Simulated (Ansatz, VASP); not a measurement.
**One calculation of Al, two programs**

Contents of INCAR:

```
ALGO = Normal ; EDIFF = 1E-7
EDIFFG = -0.05 ; ENCUT = 500
GGA = PS ; GGA_COMPAT = False
IBRION = 2 ; ISIF = 3
ISMEAR = 0 ; LASPH = True
LCHARG = False ; LREAL = False
LWAVE = False ; NELM = 120
NELMIN = 4 ; NSW = 80
PREC = Accurate ; SIGMA = 0.1
```

KPOINTS

```
k-points
0
Gamma
  10 10 10
```

File POSCAR:

```
Al
1.0
   -1.2821166809      1.2821166809      1.2821166809
    1.2821166809     -1.2821166809      1.2821166809
    1.2821166809      1.2821166809     -1.2821166809
Al
1
Direct
    0.0000000000      0.0000000000      0.0000000000
```

Input for Ansatz:

```yaml
crystal:
  lattice:
    - [-1.2821166809, 1.2821166809, 1.2821166809]
    - [1.2821166809, -1.2821166809, 1.2821166809]
    - [1.2821166809, 1.2821166809, -1.2821166809]
  atoms:
    - { symbol: Al, position: [0.0, 0.0, 0.0] }
basis:
  ecutwfc: 420
kpoints:
  mp_grid: { grid: [10, 10, 10] }
hamiltonian:
  xc: pbesol
scf:
  occupations: { method: gaussian, width: 0.1 }
output:
  forces: true
  stress: true
  eigenvalues: true
relax:
  adjacent_minimum: "off"
  f_tol: 0.05
  max_steps: 60
  cell: { stress_tol: 0.5 }
```

Alike in both runs: task relaxation of cell and atoms; functional PBEsol; k mesh 10 × 10 × 10; occupations gaussian, width 0.1 eV; no spin polarisation.

|  | VASP | Ansatz |
| --- | --- | --- |
| version | VASP 6.6.1 | Ansatz 0.2.0 |
| potentials or method | VASP PAW PBE potentials, release 64 (Al), cutoff 500 eV | scalar-relativistic, plane waves, PAW |
| valence electrons in the cell | 3 | 3 |

Ansatz gave:

```
gap on the k mesh at the Fermi level, each at its own relaxed structure (eV) : none
relaxed volume (Å³/atom)                                                     : 16.60
relaxed cell length with the largest relative difference (Å)                 : 2.784
```

Task: Estimate VASP's values.

Result: gap on the k mesh at the Fermi level, each at its own relaxed structure (eV): none; relaxed volume (Å³/atom): 16.62; relaxed cell length with the largest relative difference (Å): 2.785.

VASP's potentials were made for PBE, not for PBEsol. A gap of «none» marks a metal or a gap that the smearing closes.

Noted on VASP's run: the volume moved by over 15 % at a fixed basis, so the end points are rough.
